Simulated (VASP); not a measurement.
# C: single point with PBEsol

C:

```
C
1.0
     1.28689   -1.98005    0.00000
     1.28689    1.98005    0.00000
     0.00000    0.00000    7.37782
C
4
Cartesian
  1.2869 1.6501 5.5322
  1.2869 -0.3300 1.8456
  1.2869 -1.6501 1.8456
  1.2869 0.3300 5.5322
```

This cell differs from its parent crystal: normal strain along x +0.0467, normal strain along y -0.0700.

- Program: VASP 6.6.1
- Task: single point
- Functional: PBEsol
- Potentials or basis: VASP PAW PBE potentials, release 64 (C)
- Cutoff: 520 eV
- k mesh: 18 × 18 × 6
- Occupations: gaussian, width 0.15 eV
- Spin: no spin polarisation
- Dipole correction: no
- Further INCAR settings: ALGO = Normal; EDIFF = 1e-06; NBANDS = 16

- Pressure: 15.2 GPa
- Largest force: 2.463 eV/Å
- Band gap on the k mesh: 0.43 eV

Forces in eV/Å, atoms in the order of the input:
```
C    0.000  2.463  0.000
C    0.000  2.463  0.000
C    0.000 -2.463  0.000
C    0.000 -2.463  0.000
```

Stress tensor (GPa, compression positive):
```
-30.77   0.00   0.00
  0.00  76.67   0.00
  0.00   0.00  -0.16
```

Levels at points of the mesh, in eV from the valence-band top:
| k point | band 6 | band 7 | band 8 | band 9 | band 10 | band 11 |
| --- | --- | --- | --- | --- | --- | --- |
| (0.00, 0.00, 0.00) | -3.08 | -2.99 | -2.98 | 3.21 | 7.20 | 7.24 |
| (0.50, 0.00, 0.00) | -5.79 | -3.09 | -3.09 | 1.73 | 1.73 | 9.28 |
| (0.50, 0.50, 0.00) | -7.83 | -1.77 | -0.96 | 1.04 | 1.73 | 4.85 |
| (0.00, 0.00, 0.50) | -3.09 | -2.98 | -2.98 | 5.17 | 5.18 | 7.22 |
| (0.50, 0.00, 0.50) | -5.79 | -3.06 | -3.06 | 1.62 | 1.62 | 9.29 |
| (0.50, 0.50, 0.50) | -7.84 | -1.39 | -1.39 | 1.37 | 1.37 | 4.94 |

Run time: 120 s on 1 thread of Intel Xeon 6975P-C, with other jobs on the host, peak memory 0.26 GiB.

Caveat: the cell differs from its parent crystal (normal strain along x +0.0467, normal strain along y -0.0700); the PAW data sets were made with another functional, which shifts forces and pressure a little; this functional lacks dispersion, which binds the layers, so the pressure and a relaxed spacing across them are unreliable. A k mesh can miss the band edges.
